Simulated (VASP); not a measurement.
A run of VASP 6.6.1 is set up as follows.

Contents of INCAR:

```
PREC     = Accurate       # precision mode
ENCUT    = 600            # plane-wave cutoff, eV
EDIFF    = 1E-6           # SCF threshold, eV
ISMEAR   = 0              # smearing method
SIGMA    = 0.02           # smearing width, eV
LREAL    = F              # projectors in reciprocal space
LASPH    = T              # aspherical terms in the spheres
NELM     = 120            # most SCF steps
ALGO     = Normal         # electronic algorithm
ISIF     = 2              # what is computed and relaxed
LWAVE    = F              # write WAVECAR
LCHARG   = F              # write CHGCAR
GGA      = PE             # functional
NBANDS   = 11             # bands
GGA_COMPAT= F
```

KPOINTS

```
regular mesh
0
Gamma
  10 10 10
```

The input POSCAR:

```
MgO
1.0
    0.0000000000      2.1268587456      2.1268587456
    2.1268587456      0.0000000000      2.1268587456
    2.1268587456      2.1268587456      0.0000000000
Mg O
1 1
Direct
    0.0000000000      0.0000000000      0.0000000000
    0.5000000000      0.5000000000      0.5000000000
```

Potentials or basis: VASP PAW PBE potentials, release 64 (Mg, O).

Run with:

```sh
$ cat potpaw_PBE.64/Mg/POTCAR potpaw_PBE.64/O/POTCAR > POTCAR
$ mpirun -np 1 vasp_std > vasp.out
```

(1) What does it give for the pressure?

(2) What does it give for the band gap on the k mesh?

Answers

(1) -1.0 GPa.

(2) 4.45 eV, direct.

**Measured values to compare with.**

From “Electronic structure of alkaline earth and post-transition metal oxides”, 2009, arxiv:0908.1581, for a bulk crystal of MgO: band gap 7.83 eV.

Against the measured gap of MgO, 7.83 eV (quoted in “Electronic structure of alkaline earth and post-transition metal oxides”, 2009, arxiv:0908.1581), the calculated 4.45 eV is off by -3.38 eV. The value is that of PBE, without temperature or zero-point motion. Semilocal functionals fall short of measured gaps as a rule.
